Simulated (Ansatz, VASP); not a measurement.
**Sn2Pt: VASP beside Ansatz**

```xyz
3
Lattice="0.0000 3.1826 3.1826 3.1826 0.0000 3.1826 3.1826 3.1826 0.0000" Properties=species:S:1:pos:R:3 pbc="T T T"
Sn    1.5913    1.5913    1.5913
Sn    4.7739    4.7739    4.7739
Pt    0.0000    0.0000    0.0000
```

Alike in both runs: task single point; functional LDA; k mesh 12 × 12 × 12; occupations fermi-dirac, width 0.15 eV; no spin polarisation.

|  | VASP | Ansatz |
| --- | --- | --- |
| version | VASP 6.6.1 | Ansatz 0.2.0 |
| potentials or method | VASP PAW LDA potentials, release 64 (Sn_d, Pt), cutoff 520 eV | scalar-relativistic, plane waves, PAW |
| valence electrons in the cell | 38 | 46 |

VASP gave:

```
gap on the k mesh at the Fermi level (eV) : none
pressure (GPa)                            : 2.7
```

Question: What did Ansatz give for the same quantities?

Answer: gap on the k mesh at the Fermi level (eV): none; pressure (GPa): 2.4.

LDA's correlation is that of Perdew and Zunger in VASP and of Perdew and Wang (1992) in Ansatz. A gap of «none» marks a metal or a gap that the smearing closes. VASP's potentials hold 38 valence electrons a cell and Ansatz's 46, so a difference there can come from the potentials and not from the codes.

Neither program's run includes spin-orbit coupling.
